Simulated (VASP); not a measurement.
# Al2O3 (P-3m1) in VASP: dielectric tensor with PBEsol

Aim: the dielectric tensor of Al2O3 with PBEsol.

Everything below comes from runs of VASP 6.6.1. Logs are shortened: lines on timing, memory, paths and dates and some standing lists are left out, and cuts for length are marked.

### 1 The cell of the first run

It takes space group P-3m1 (No. 164, trigonal). Conventional cell: a = 3.017 Å, b = 3.017 Å, c = 7.575 Å, α = 90.00°, β = 90.00°, γ = 120.00°. Al (site symmetry 3m) has 4 O at 1.68 to 1.84 Å within 2.2 Å. O (site symmetry 3m) has 3 Al at 1.84 Å within 2.4 Å. Within 2.2 Å of O (site symmetry -3m) lie 2 Al at 1.68 Å.

### 2 Dielectric tensor, PBEsol

The input, INCAR:

```
SYSTEM = Al2O3
ALGO = Normal
EDIFF = 1E-8
ENCUT = 520
GGA = PS
ISIF = 2
ISMEAR = 0
LASPH = .True.
LCHARG = .False.
LEPSILON = .True.
LREAL = .False.
LWAVE = .False.
NELM = 80
PREC = Accurate
SIGMA = 0.01
```

The input, KPOINTS:

```
k-points
0
Gamma
  7 7 3
  0 0 0
```

The input, POSCAR:

```
Al2O3
1.0
    3.0174825400      0.0000000000      0.0000000000
   -1.5087412700      2.6132165400      0.0000000000
    0.0000000000      0.0000000000      7.5746360000
Al O
2 3
Direct
    0.0000000000      0.0000000000      0.2779510000
    0.0000000000      0.0000000000      0.7220490000
    0.3333333333      0.6666666667      0.1994540000
    0.6666666667      0.3333333333      0.8005460000
    0.0000000000      0.0000000000      0.5000000000
```

Potentials or basis: VASP PAW PBE potentials, release 64 (Al, O).

Launch:

```sh
$ cat potpaw_PBE.64/Al/POTCAR potpaw_PBE.64/O/POTCAR > POTCAR
$ mpirun -np 1 vasp_std > vasp.out
```

OUTCAR:

```text
SYSTEM = Al2O3
   EDIFF = 1E-8
   ENCUT = 520
   GGA = PS
   ISIF = 2
   ISMEAR = 0
   LASPH = .True.
   LEPSILON = .True.
   LREAL = .False.
   NELM = 80
   PREC = Accurate

 ion  position               nearest neighbor table
   1  0.000  0.000  0.278-   5 1.68   3 1.84   3 1.84   3 1.84   2 3.36
   2  0.000  0.000  0.722-   5 1.68   4 1.84   4 1.84   4 1.84   1 3.36
   3  0.333  0.667  0.199-   1 1.84   1 1.84   1 1.84
   4  0.667  0.333  0.801-   2 1.84   2 1.84   2 1.84
   5  0.000  0.000  0.500-   1 1.68   2 1.68

  LATTYP: Found a hexagonal cell.
 ALAT       =     3.0174825400
 C/A-ratio  =     2.5102501504

  Lattice vectors:

 A1 = (   3.0174825400,   0.0000000000,   0.0000000000)
 A2 = (  -1.5087412700,   2.6132165400,   0.0000000000)
 A3 = (   0.0000000000,   0.0000000000,   7.5746360000)

Analysis of symmetry for initial positions (statically):
=====================================================================
 Subroutine PRICEL returns:
 Original cell was already a primitive cell.

 Routine SETGRP: Setting up the symmetry group for a
 hexagonal supercell.

 Subroutine GETGRP returns: Found 12 space group operations
 (whereof 12 operations were pure point group operations)
 out of a pool of 24 trial point group operations.

The static configuration has the point symmetry D_3d.

Analysis of symmetry for dynamics (positions and initial velocities):
=====================================================================
 Subroutine PRICEL returns:
 Original cell was already a primitive cell.

 Routine SETGRP: Setting up the symmetry group for a
 hexagonal supercell.

 Subroutine GETGRP returns: Found 12 space group operations
 (whereof 12 operations were pure point group operations)
 out of a pool of 24 trial point group operations.

The dynamic configuration has the point symmetry D_3d.

 Subroutine INISYM returns: Found 12 space group operations
 (whereof 12 operations are pure point group operations),
 and found     1 'primitive' translations

----------------------------------------------------------------------------------------

                                     Primitive cell

  volume of cell :      59.7285

  direct lattice vectors                    reciprocal lattice vectors
     3.017482540  0.000000000  0.000000000     0.331402083  0.191335082  0.000000000
    -1.508741270  2.613216540  0.000000000     0.000000000  0.382670163  0.000000000
     0.000000000  0.000000000  7.574636000     0.000000000  0.000000000  0.132019545

  length of vectors
     3.017482540  3.017482544  7.574636000     0.382670164  0.382670163  0.132019545

  position of ions in fractional coordinates (direct lattice)
     0.000000000  0.000000000  0.277951000
     0.000000000  0.000000000  0.722049000
     0.333333333  0.666666667  0.199454000
     0.666666667  0.333333333  0.800546000
     0.000000000  0.000000000  0.500000000

  ion indices of the primitive-cell ions
   primitive index   ion index
                 1           1
                 2           2
                 3           3
                 4           4
                 5           5

----------------------------------------------------------------------------------------

 KPOINTS: k-points

Automatic generation of k-mesh.
 Grid dimensions read from file:
 generate k-points for:    7    7    3

 Generating k-lattice:

  Cartesian coordinates                     Fractional coordinates (reciprocal lattice)
     0.047343155  0.027333583  0.000000000     0.142857143  0.000000000  0.000000000
     0.000000000  0.054667166  0.000000000     0.000000000  0.142857143  0.000000000
     0.000000000  0.000000000  0.044006515     0.000000000  0.000000000  0.333333333

  Length of vectors
     0.054667166  0.054667166  0.044006515

  Shift w.r.t. Gamma in fractional coordinates (k-lattice)
     0.000000000  0.000000000  0.000000000

 Subroutine IBZKPT returns following result:
 ===========================================

 Found     20 irreducible k-points:

 Following reciprocal coordinates:
            Coordinates               Weight
  0.000000  0.000000  0.000000      1.000000
  0.142857  0.000000  0.000000      6.000000
  0.285714  0.000000  0.000000      6.000000
  0.428571 -0.000000  0.000000      6.000000
  0.142857  0.142857  0.000000      6.000000
  0.285714  0.142857  0.000000     12.000000
[... 33 lines left out ...]
   LREAL  =      F    real-space projection
   EDIFFG = 0.1E-06   stopping-criterion for IOM
   NSW    =      0    number of steps for IOM
   IBRION =     -1    ionic relax: 0-MD 1-quasi-New 2-CG
   NFREE  =      0    steps in history (QN), initial steepest desc. (CG)
   ISIF   =      2    stress and relaxation
   ISYM   =      2    0-nonsym 1-usesym 2-fastsym
   POTIM  = 0.5000    time-step for ionic-motion
   TEBEG  =    0.0;   TEEND  =   0.0 temperature during run
   PSTRESS=    0.0 pullay stress
   NELECT =      24.0000    total number of electrons
   NUPDOWN=      -1.0000    fix difference up-down
   EMIN   =  10.00;   EMAX   =-10.00  energy-range for DOS
   EFERMI =   0.00;   METHOD = LEGACY
   ISMEAR =     0;   SIGMA  =   0.01  broadening in eV -4-tet -1-fermi 0-gaus
   EFERMI_NEDOS =   21; number of points for ismear=-14 and -15
   IALGO  =     38    algorithm
   IMIX   =      4    mixing-type and parameters
     AMIX     =   0.40;   BMIX     =  1.00
     AMIX_MAG =   1.60;   BMIX_MAG =  1.00
  volume/ion in A,a.u.               =      11.95        80.61
  Fermi-wavevector in a.u.,A,eV,Ry     =   1.208049  2.282882 19.856107  1.459383
  Thomas-Fermi vector in A             =   2.343669
   LORBIT       =      0    0 simple, 1 ext, 2 COOP (PROOUT), +10 PAW based schemes
   GGA     = PS    functional components
   LHFCALC =     F    Hartree Fock is set to
   AEXX    =    0.0000 exact exchange contribution
   IVDW    =     0    specifies the selected vdW correction
   LEPSILON=     T    determine dielectric tensor
   LRPA    =     F    only Hartree local field effects (RPA)
 non-spin polarized calculation
 Gauss-broadening in eV      SIGMA  =   0.01
  energy-cutoff  :      520.00
  volume of cell :       59.73
 maximum number of plane-waves:      1636
 NGX is ok and might be reduce to    24
   NGX = 11   NGY = 11   NGZ = 29

--------------------------------------- Ionic step        1  -------------------------------------------

 number of electron      24.0000012 magnetization

 E-fermi :   3.8053     XC(G=0):  -9.9412

 val. band max:        3.7454186152   @ k =   0.0000   0.0000   0.0000
 cond. band min:       5.9389922150   @ k =   0.0000   0.0000   0.0000
 fundamental gap:      2.1935735998
 Fermi energy:         3.8053215037

 k-point     1 :       0.0000    0.0000    0.0000
  band No.  band energies     occupation
      1     -15.8025      2.00000
      2     -15.6058      2.00000
      3     -13.0407      2.00000
      4      -2.1386      2.00000
      5      -0.7758      2.00000
      6       0.0128      2.00000
[... 357 lines left out ...]
      3     -12.5648      2.00000
      4      -3.0241      2.00000
      5      -2.6647      2.00000
      6      -2.0215      2.00000
[... 8 lines left out ...]
     15      11.1753      0.00000
     16      13.3774      0.00000

  FORCE on cell =-STRESS in cart. coord.  units (eV):
  Direction    XX          YY          ZZ          XY          YZ          ZX
  --------------------------------------------------------------------------------------
  -------------------------------------------------------------------------------------
  Total       -1.4686794     -1.4686794     -0.9821216      0.0000000      0.0000000      0.0000000
  in kB      -39.3963201    -39.3963202    -26.3447405      0.0000000      0.0000000      0.0000000
  external PRESSURE =     -35.0457936 kB  Pullay stress =       0.0000000 kB

 VOLUME and BASIS-vectors are now :
 -----------------------------------------------------------------------------
  energy-cutoff  :      520.00
  volume of cell :       59.73
      direct lattice vectors                 reciprocal lattice vectors
     3.017482540  0.000000000  0.000000000     0.331402083  0.191335082  0.000000000
    -1.508741270  2.613216540  0.000000000     0.000000000  0.382670163  0.000000000
     0.000000000  0.000000000  7.574636000     0.000000000  0.000000000  0.132019545

 POSITION                                       TOTAL-FORCE (eV/Angst)
 -----------------------------------------------------------------------------------
      0.00000      0.00000      2.10538         0.000000      0.000000      0.092568
      0.00000      0.00000      5.46926        -0.000000      0.000000     -0.092568
     -0.00000      1.74214      1.51079        -0.000000      0.000000      0.188028
      1.50874      0.87107      6.06384         0.000000     -0.000000     -0.188028
      0.00000      0.00000      3.78732        -0.000000      0.000000      0.000000
 -----------------------------------------------------------------------------------
    total drift:                                0.000000      0.000000      0.000000

  FREE ENERGIE OF THE ION-ELECTRON SYSTEM (eV)
  ---------------------------------------------------
  free  energy   TOTEN  =       -37.7278763018 eV

  energy  without entropy=      -37.7278763018  energy(sigma->0) =      -37.72787630

 HEAD OF MICROSCOPIC STATIC DIELECTRIC TENSOR (INDEPENDENT PARTICLE, excluding Hartree and local field effects)
 ------------------------------------------------------
           3.182041     0.000000     0.000000
           0.000000     3.182041     0.000000
           0.000000     0.000000     3.036223
 ------------------------------------------------------

 Free energy of the ion-electron system (eV)
  ---------------------------------------------------
  ---------------------------------------------------
  free energy    TOTEN  =        -0.37683528 eV

  energy without entropy =       -0.37683528

------------------------ aborting loop because EDIFF is reached ----------------------------------------

--------------------------------------- Ionic step        2  -------------------------------------------

------------------------ aborting loop because EDIFF is reached ----------------------------------------

--------------------------------------- Ionic step        3  -------------------------------------------

 Free energy of the ion-electron system (eV)
  ---------------------------------------------------
  ---------------------------------------------------
  free energy    TOTEN  =        -0.31137877 eV

  energy without entropy =       -0.31137877

------------------------ aborting loop because EDIFF is reached ----------------------------------------

 PIEZOELECTRIC TENSOR FIELD DIRECTION 3  (e Angst)
 -----------------------------------------------------------------------------
    -0.00023  0.00000  0.00000           (  0.00000  0.00000  0.00000)
    -0.00000 -0.00023  0.00000           (  0.00000  0.00000  0.00000)
     0.00000  0.00000  0.00106           (  0.00000  0.00000 -0.00000)

 PIEZOELECTRIC TENSOR FIELD DIRECTION 3  (C/m^2)
 -----------------------------------------------------------------------------
    -0.00006  0.00000  0.00000
    -0.00000 -0.00006  0.00000
     0.00000  0.00000  0.00028

 MACROSCOPIC STATIC DIELECTRIC TENSOR (including local field effects in DFT)
 ------------------------------------------------------
           3.094815    -0.000000     0.000000
           0.000000     3.094815     0.000000
           0.000000     0.000000     2.721778
 ------------------------------------------------------

 PIEZOELECTRIC TENSOR (including local field effects)  for field in x, y, z        (e  Angst)
          XX          YY          ZZ          XY          YZ          ZX
  --------------------------------------------------------------------------------
  x     0.00000     0.00000     0.00000     0.00000     0.00000     0.00000
  y     0.00000     0.00000     0.00000     0.00000     0.00000     0.00000
  z     0.00000     0.00000     0.00000     0.00000     0.00000     0.00000

 PIEZOELECTRIC TENSOR (including local field effects)  for field in x, y, z        (C/m^2)
          XX          YY          ZZ          XY          YZ          ZX
  --------------------------------------------------------------------------------
  x     0.00000     0.00000     0.00000     0.00000     0.00000     0.00000
  y     0.00000     0.00000     0.00000     0.00000     0.00000     0.00000
  z     0.00000     0.00000     0.00000     0.00000     0.00000     0.00000

 BORN EFFECTIVE CHARGES (including local field effects) (in |e|, cummulative output)
 ---------------------------------------------------------------------------------
 ion    1
    1     2.73678     0.00000     0.00000
    2     0.00000     2.73678     0.00000
    3    -0.00000     0.00000     2.25165
 ion    2
    1     2.73678     0.00000    -0.00000
    2     0.00000     2.73678     0.00000
    3     0.00000     0.00000     2.25165
 ion    3
    1    -1.98006     0.00000     0.00000
    2     0.00000    -1.98006    -0.00000
    3     0.00000     0.00000    -1.26766
 ion    4
    1    -1.98006     0.00000     0.00000
    2     0.00000    -1.98006    -0.00000
    3     0.00000     0.00000    -1.26766
 ion    5
    1    -1.51344     0.00000     0.00000
    2     0.00000    -1.51344     0.00000
    3     0.00000    -0.00000    -1.96797
```

Run time: 4.3 min. Hardware: 1 thread of Intel Xeon 8259CL, shared host; peak memory 0.26 GiB.

Results:

```yaml
Band_gap_on_the_k_mesh: 2.19 eV
Electronic_dielectric_tensor_diagonal: 3.09, 3.09, 2.72
Born_charges_mean_of_the_diagonal: Al +2.58; O -1.74, -1.66 (each value once) e
```

Levels at points of the mesh, in eV from the valence-band top:
| k point | band 9 | band 10 | band 11 | band 12 | band 13 | band 14 | band 15 | band 16 |
| --- | --- | --- | --- | --- | --- | --- | --- | --- |
| (0.00, 0.00, 0.00) | -3.72 | -2.35 | 0.00 | 0.00 | 2.19 | 4.19 | 7.22 | 10.39 |

Electronic dielectric tensor:
```
3.09 0.00 0.00
0.00 3.09 0.00
0.00 0.00 2.72
```

Born effective charge tensors (e):
atom 1, Al
```
2.74 0.00 0.00
0.00 2.74 0.00
0.00 0.00 2.25
```
atom 2, Al
```
2.74 0.00 0.00
0.00 2.74 0.00
0.00 0.00 2.25
```
atom 3, O
```
-1.98  0.00  0.00
 0.00 -1.98  0.00
 0.00  0.00 -1.27
```
atom 4, O
```
-1.98  0.00  0.00
 0.00 -1.98  0.00
 0.00  0.00 -1.27
```
atom 5, O
```
-1.51  0.00  0.00
 0.00 -1.51  0.00
 0.00  0.00 -1.97
```

Caveat: the PAW data sets were made with another functional, which shifts forces and pressure a little.
